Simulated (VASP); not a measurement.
Wanted: the native input for a VASP 6.6.1 run.

```
Task                   : relaxation of cell and atoms
Functional             : PBE
Potentials or basis    : VASP PAW PBE potentials, release 64 (Sn_d)
Cutoff                 : 600 eV
k mesh                 : 13 × 13 × 7
Occupations            : fermi-dirac, width 0.1 eV
Spin                   : no spin polarisation
Target pressure        : 4.4 GPa
Dipole correction      : no
Further INCAR settings : ALGO = Normal; EDIFF = 1e-07; IBRION = 2; EDIFFG = -0.005; NSW = 60; ISIF = 3
```

The structure of Sn lies in POSCAR:

```
Sn
1.0
    3.3138990277      0.0000000000      0.0000000000
   -1.6569495138      2.8699207436      0.0000000000
    0.0000000000      0.0000000000      5.3685164248
Sn
2
Direct
    0.3333333333      0.6666666667      0.2500000000
    0.6666666667      0.3333333333      0.7500000000
```

This isn't the form of Sn at room conditions, which is tetragonal (white tin).

The input as run:

INCAR

```
PREC = Accurate
ENCUT = 600
EDIFF = 1E-7
ISMEAR = -1
SIGMA = 0.1
LREAL = False
LASPH = True
NELM = 60
ALGO = Normal
ISIF = 3
LWAVE = False
LCHARG = False
GGA = PE
IBRION = 2
NSW = 60
EDIFFG = -0.005
PSTRESS = 44.0
```

KPOINTS

```
Automatic mesh
0
Gamma
  13 13 7
```

Potentials or basis: VASP PAW PBE potentials, release 64 (Sn_d).

Command:

```sh
$ cat potpaw_PBE.64/Sn_d/POTCAR > POTCAR
$ mpirun -np 1 vasp_std > vasp.out
```

It gave:

| Property | Result |
| --- | --- |
| Relaxed volume | 25.69 Å³/atom |
| Relaxed cell | a = 3.340 Å, b = 3.340 Å, c = 5.319 Å, α = 90.00°, β = 90.00°, γ = 120.00° |
| Space group after relaxing (to 0.1 Å) | P6_3/mmc (No. 194) |
| Energy change on relaxing (the run minimises the enthalpy) | -5.2 meV/atom |
| Ionic steps | 8 |
| Pressure after relaxing | 4.4 GPa |
| Band gap on the k mesh | zero (bands 14 and 15 overlap by 7.98 eV) |

Caveat: the cell is relaxed towards a set pressure, so the run minimises the enthalpy, not the energy; spin-orbit coupling is left out, which moves the levels of the heavy elements.

Run time: 7.3 min on 1 thread of Intel Xeon 8259CL (shared host), peak memory 0.25 GiB.
